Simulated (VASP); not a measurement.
Set up this calculation in VASP 6.6.1, as the native input.

- Task: single point
- Functional: PBE
- Potentials or basis: VASP PAW PBE potentials, release 64 (C, Zn)
- Cutoff: 600 eV
- k mesh: 6 × 6 × 6
- Occupations: fermi-dirac, width 0.02 eV
- Spin: no spin polarisation
- Dipole correction: no
- Further INCAR settings: ALGO = Normal; EDIFF = 1e-06; NBANDS = 21

The structure of Zn2C lies in POSCAR:

```
Zn2C
1.0
    0.0000000000      2.5779490272      2.5779490272
    2.5779490272      0.0000000000      2.5779490272
    2.5779490272      2.5779490272      0.0000000000
C Zn
1 2
Direct
    0.0000000000      0.0000000000      0.0000000000
    0.2500000000      0.2500000000      0.2500000000
    0.7500000000      0.7500000000      0.7500000000
```

One way to write it, as run:

INCAR

```
PREC = Accurate
ENCUT = 600
EDIFF = 1E-6
ISMEAR = -1
SIGMA = 0.02
LREAL = False
LASPH = True
NELM = 120
ALGO = Normal
ISIF = 2
LWAVE = False
LCHARG = False
GGA = PE
NBANDS = 21
GGA_COMPAT = False
```

KPOINTS

```
Automatic mesh
0
Gamma
  6 6 6
```

Potentials or basis: VASP PAW PBE potentials, release 64 (C, Zn).

Command:

```bash
$ cat potpaw_PBE.64/C/POTCAR potpaw_PBE.64/Zn/POTCAR > POTCAR
$ mpirun -np 1 vasp_std > vasp.out
```

It gave:

```yaml
Pressure: 4.7 GPa
Band_gap_on_the_k_mesh: zero (filled and empty bands touch)
```

Caveat: the cell stands under pressure.

It took 31 s on 1 thread of Intel Xeon 8259CL, on a shared host, peak memory 0.17 GiB.
